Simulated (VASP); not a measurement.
## Si4C5: single point with LDA

Si4C5, a slab with vacuum:

```xyz
9
Lattice="3.0563 0.0000 0.0000 -1.5282 2.6468 0.0000 0.0000 0.0000 23.6378" Properties=species:S:1:pos:R:3 pbc="T T T"
C     0.0000    1.7646    4.0000
C     1.5282    0.8823    6.5082
C     0.0000    1.7646    9.0447
C     1.5282    0.8823   11.5782
C     0.0000    3.5291   13.2014
Si    1.5282    0.8823    4.6231
Si    0.0000    1.7646    7.1312
Si    1.5282    0.8823    9.6317
Si    0.0000    1.7646   12.1378
```

| Property | Result |
| --- | --- |
| Program | VASP 6.6.1 |
| Task | single point |
| Functional | LDA |
| Potentials or basis | VASP PAW LDA potentials, release 64 (C, Si) |
| Cutoff | 520 eV |
| k mesh | 9 × 9 × 1 |
| Occupations | gaussian, width 0.05 eV |
| Spin | collinear spin |
| Starting moments | [0.0, 0.0, 0.0, 0.0, 2.0, 0.0, 0.0, 0.0, 0.0] μB |
| Dipole correction | yes |
| Further INCAR settings | ALGO = Normal; EDIFF = 1e-07; NBANDS = 32 |

```
Largest force                                         : 4.353 eV/Å
Net moment                                            : -0.79 μB per cell
Site moments                                          : C -0.34, -0.05, -0.01, +0.00, +0.02; Si +0.00, -0.01 (each value once) μB
Valence electrons inside the program's atomic spheres : C 2.41, 2.55, 2.56, 2.59, 2.26; Si 1.71, 1.70, 1.67, 1.63
```

Forces in eV/Å, atoms in the order of the input:
```
C    0.000  0.000  2.562
C    0.000  0.000  1.301
C    0.000  0.000  0.157
C    0.000  0.000 -4.353
C    0.000  0.000  0.054
Si   0.000  0.000 -3.098
Si   0.000  0.000 -0.857
Si   0.000  0.000 -0.070
Si   0.000  0.000  4.303
```

Levels at points of the mesh, in eV from the Fermi level:
Spin up:
```csv
k point,band 15,band 16,band 17,band 18,band 19,band 20
"(0.00, 0.00, 0.00)",-0.49,0.21,0.21,0.68,1.29,1.29
```
Spin down:
| k point | band 15 | band 16 | band 17 | band 18 | band 19 | band 20 | band 21 | band 22 |
| --- | --- | --- | --- | --- | --- | --- | --- | --- |
| (0.00, 0.00, 0.00) | -1.18 | -0.24 | -0.24 | 0.69 | 1.33 | 1.33 | 3.01 | 3.78 |

Run time: 11 min on 1 thread of Intel(R) Xeon(R) Platinum 8488C (Sapphire Rapids), with other jobs on the host, peak memory 0.33 GiB.

Caveat: a moment this small can come from the mesh or the smearing.
